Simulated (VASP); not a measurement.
Write the native input for VASP 6.6.1 that does the following.

```
Task                   : single point
Functional             : PBEsol
Potentials or basis    : VASP PAW PBE potentials, release 64 (Zr_sv)
Cutoff                 : 520 eV
k mesh                 : 9 × 9 × 5
Occupations            : fermi-dirac, width 0.05 eV
Spin                   : no spin polarisation
Dipole correction      : no
Further INCAR settings : ALGO = Normal; EDIFF = 1e-06; NBANDS = 19
```

The structure of Zr lies in POSCAR:

```
Zr
1.0
    3.0747037905      0.0000000000      0.0000000000
   -1.5373518952      2.6627715917      0.0000000000
    0.0000000000      0.0000000000      5.0177957008
Zr
2
Direct
    0.6666666667      0.3333333333      0.7500000000
    0.3333333333      0.6666666667      0.2500000000
```

These files were run (other wordings do the same):

INCAR

```
PREC = Accurate ; ENCUT = 520
EDIFF = 1E-6 ; ISMEAR = -1
SIGMA = 0.05 ; LREAL = F
LASPH = T ; NELM = 60
ALGO = Normal ; ISIF = 2
LWAVE = F ; LCHARG = F
GGA = PS ; NBANDS = 19
```

KPOINTS

```
Automatic mesh
0
Gamma
  9 9 5
```

Potentials or basis: VASP PAW PBE potentials, release 64 (Zr_sv).

The run is started by

```sh
$ cat potpaw_PBE.64/Zr_sv/POTCAR > POTCAR
$ mpirun -np 1 vasp_std > vasp.out
```

It gave:

| Property | Result |
| --- | --- |
| Pressure | 10.1 GPa |
| Band gap on the k mesh | zero (bands 12 and 13 overlap by 1.12 eV) |

Caveat: the cell stands under pressure; the PAW data sets were made with another functional, which shifts forces and pressure a little.

Run time: 26 s on 1 thread of Intel Xeon 8259CL, with other jobs on the host, peak memory 0.16 GiB.
